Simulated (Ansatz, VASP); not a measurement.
## C: VASP beside Ansatz

```xyz
2
Lattice="0.0000 2.0924 3.6795 1.2081 0.0000 3.6795 1.2081 2.0924 0.0000" Properties=species:S:1:pos:R:3 pbc="T T T"
C     1.2081    0.6976    3.6795
C     1.2081    3.4873    3.6795
```

Alike in both runs: task single point; functional r2SCAN; k mesh 14 × 14 × 14; occupations gaussian, width 0.05 eV; no spin polarisation.

```csv
,VASP,Ansatz
version,VASP 6.6.1,Ansatz 0.2.0
potentials or method,"VASP PAW PBE potentials, release 64 (C), cutoff 520 eV","scalar-relativistic, plane waves, PAW"
valence electrons in the cell,8,8
```

|  | VASP | Ansatz | Ansatz less VASP |
| --- | --- | --- | --- |
| gap on the k mesh at the Fermi level (eV) | 0.82 | 0.82 | -0.001 |
| least direct gap on the mesh (eV) | 0.94 | 0.94 | -0.001 |
| pressure (GPa) | 14.2 | 13.5 | -0.65 |
| traceless stress, the component that is largest in VASP (GPa) | -14.85 | -14.09 | +0.757 |
| rms of the force components (eV/Å) | 0.004 | 0.004 | 0.0000 |

VASP's potentials were made for PBE, not for r2SCAN. Atom by atom the forces differ by 0.000 eV/Å (rms over components). With one functional, cell and mesh, what is left measures potentials, basis and numerics.
